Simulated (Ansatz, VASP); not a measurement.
# Ga in VASP and in Ansatz

File INCAR:

```
  PREC = Accurate
  ENCUT = 520
  EDIFF = 1E-7
  ISMEAR = -1
  SIGMA = 0.05
  LREAL = False
  LASPH = True
  NELM = 80
  ALGO = Fast
  ISIF = 2
  LWAVE = False
  LCHARG = False
  GGA = PE
  NBANDS = 34
```

The input KPOINTS:

```
Automatic mesh
0
Gamma
  7 7 6
```

File POSCAR:

```
Ga
1.0
    2.2764772577     -3.8558682890      0.0000000000
    2.2764772577      3.8558682890      0.0000000000
    0.0000000000      0.0000000000      4.5539611380
Ga
4
Direct
    0.3451000000      0.6549000000      0.4190000000
    0.1549000000      0.8451000000      0.9190000000
    0.6549000000      0.3451000000      0.5810000000
    0.8451000000      0.1549000000      0.0810000000
```

File input.yaml:

```yaml
crystal:
  lattice:
    - [2.2764772577, -3.855868289, 0.0]
    - [2.2764772577, 3.855868289, 0.0]
    - [0.0, 0.0, 4.553961138]
  atoms:
    - { symbol: Ga, position: [0.3451, 0.6549, 0.419] }
    - { symbol: Ga, position: [0.1549, 0.8451, 0.919] }
    - { symbol: Ga, position: [0.6549, 0.3451, 0.581] }
    - { symbol: Ga, position: [0.8451, 0.1549, 0.081] }
hamiltonian:
  xc: pbe
  pseudopotentials: { kind: paw }
kpoints:
  mp_grid: { grid: [7, 7, 6] }
scf:
  occupations: { method: fermi_dirac, width: 0.05 }
output:
  forces: true
  stress: true
  eigenvalues: true
```

Alike in both runs: task single point; functional PBE; k mesh 7 × 7 × 6; occupations fermi-dirac, width 0.05 eV; no spin polarisation.

|  | VASP | Ansatz |
| --- | --- | --- |
| version | VASP 6.6.1 | Ansatz 0.2.0 |
| potentials or method | VASP PAW PBE potentials, release 64 (Ga_d) | Ansatz PAW |
| plane-wave cutoff (eV) | 520 | 420 |
| valence electrons in the cell | 52 | 52 |

```tsv
	VASP	Ansatz	Ansatz less VASP
gap on the k mesh at the Fermi level (eV)	none	none	-
pressure (GPa)	0.9	0.8	-0.13
traceless stress, the component that is largest in VASP (GPa)	-0.77	-0.76	+0.008
rms of the force components (eV/Å)	0.058	0.060	+0.0011
```

Atom by atom the forces differ by 0.001 eV/Å (rms over components). A gap of «none» marks a metal or a gap that the smearing closes.
